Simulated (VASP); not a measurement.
Write the native input for VASP 6.6.1 that does the following.

| Property | Result |
| --- | --- |
| Task | single point |
| Functional | PBEsol |
| Potentials or basis | VASP PAW PBE potentials, release 64 (Ni) |
| Cutoff | 520 eV |
| k mesh | 18 × 18 × 10 |
| Occupations | fermi-dirac, width 0.05 eV |
| Spin | collinear spin, ferromagnetic start |
| Starting moments | [1.0, 1.0] μB |
| Dipole correction | no |
| Further INCAR settings | ALGO = Normal; EDIFF = 1e-06; NBANDS = 21 |

The structure of Ni lies in POSCAR:

```
Ni
1.0
    2.3661705849      0.0000000000      0.0000000000
   -1.1830852924      2.0491638362      0.0000000000
    0.0000000000      0.0000000000      3.8872984213
Ni
2
Direct
    0.3333333333      0.6666666667      0.2500000000
    0.6666666667      0.3333333333      0.7500000000
```

This isn't the form of Ni at room conditions, which is fcc.

The input as run:

INCAR

```
  PREC = Accurate
  ENCUT = 520
  EDIFF = 1E-6
  ISMEAR = -1
  SIGMA = 0.05
  LREAL = False
  LASPH = True
  NELM = 150
  ALGO = Normal
  ISIF = 2
  LWAVE = False
  LCHARG = True
  ISPIN = 2
  MAGMOM = 1 1
  LORBIT = 11
  LMAXMIX = 4
  GGA = PS
  LELF = True
  LVHAR = True
  NBANDS = 21
```

KPOINTS

```
Automatic mesh
0
Gamma
  18 18 10
```

Potentials or basis: VASP PAW PBE potentials, release 64 (Ni).

Command:

```bash
$ cat potpaw_PBE.64/Ni/POTCAR > POTCAR
$ mpirun -np 1 vasp_std > vasp.out
```

It gave:

```
Pressure                                              : 28.4 GPa
Net moment                                            : 1.18 μB per cell
Site moments                                          : Ni +0.59 μB
Valence electrons inside the program's atomic spheres : Ni 9.61
```

Caveat: the cell stands under pressure; the PAW data sets were made with another functional, which shifts forces and pressure a little.

It took 2.3 min on 1 thread of Intel Xeon 8259CL (shared host), peak memory 0.23 GiB.
